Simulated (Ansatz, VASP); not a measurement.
Two plane-wave programs on WC

```
W C
1.0
     0.00000    2.34989    2.34989
     2.34989    0.00000    2.34989
     2.34989    2.34989    0.00000
W C
1 1
Direct
  0.00000 0.00000 0.00000
  0.75000 0.75000 0.75000
```

Change from the starting cell: species swapped into the GaN type (F-43m, No. 216).

Alike in both runs: functional PBE; k mesh 6 × 6 × 6; occupations gaussian, width 0.1 eV; no spin polarisation.

Ansatz relaxed the structure, and its values are those at the end. VASP's run is a single point on that final structure, the one shown.

|  | VASP | Ansatz |
| --- | --- | --- |
| version | VASP 6.6.1 | Ansatz 0.2.0 |
| potentials or method | VASP PAW PBE potentials, release 64 (W_sv, C), cutoff 520 eV | scalar-relativistic, plane waves, PAW |
| valence electrons in the cell | 18 | 18 |

Ansatz gave:

| Property | Result |
| --- | --- |
| gap on the k mesh at the Fermi level (eV) | none |
| pressure (GPa) | -0.1 |

Q: Which values does VASP return?

A: gap on the k mesh at the Fermi level (eV): none; pressure (GPa): 0.6.

A gap of «none» marks a metal or a gap that the smearing closes.

The k mesh is coarse, so the values compare programs but aren't converged. Spin-orbit coupling is off throughout.
